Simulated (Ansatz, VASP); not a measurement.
One calculation of SiC, two programs

```
Si C
1.0
     0.00000    2.01387    2.01387
     2.01387    0.00000    2.01387
     2.01387    2.01387    0.00000
Si C
1 1
Direct
  0.00000 0.00000 0.00000
  0.50000 0.50000 0.50000
```

Alike in both runs: task single point; functional PBE; k mesh 8 × 8 × 8; occupations methfessel-paxton of order 1, width 0.5 eV; no spin polarisation.

|  | VASP | Ansatz |
| --- | --- | --- |
| version | VASP 6.6.1 | Ansatz 0.2.0 |
| potentials or method | VASP PAW PBE potentials, release 64 (Si, C) | plane waves |
| plane-wave cutoff (eV) | 600 | 420 |
| valence electrons in the cell | 8 | 8 |

```tsv
	VASP	Ansatz	Ansatz less VASP
pressure (GPa)	5.8	5.8	-0.02
```
